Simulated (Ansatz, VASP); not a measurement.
**One calculation of Ge, two programs**

```
Ge
1.0
     0.00000    2.81091    2.81091
     2.81091    0.00000    2.81091
     2.81091    2.81091    0.00000
Ge
2
Direct
  0.50000 0.50000 0.50000
  0.75000 0.75000 0.75000
```

Alike in both runs: task relaxation of cell and atoms; functional LDA; k mesh 14 × 14 × 14; occupations fermi-dirac, width 0.15 eV; no spin polarisation.

|  | VASP | Ansatz |
| --- | --- | --- |
| version | VASP 6.6.1 | Ansatz 0.2.0 |
| potentials or method | VASP PAW LDA potentials, release 64 (Ge_d), cutoff 600 eV | scalar-relativistic, plane waves, PAW |
| valence electrons in the cell | 28 | 28 |

|  | VASP | Ansatz | Ansatz less VASP |
| --- | --- | --- | --- |
| gap on the k mesh at the Fermi level, each at its own relaxed structure (eV) | none | none | - |
| relaxed volume (Å³/atom) | 22.28 | 22.23 | -0.046 |
| relaxed cell length with the largest relative difference (Å) | 3.979 | 3.977 | -0.0028 |

LDA's correlation is that of Perdew and Zunger in VASP and of Perdew and Wang (1992) in Ansatz. A gap of «none» marks a metal or a gap that the smearing closes.
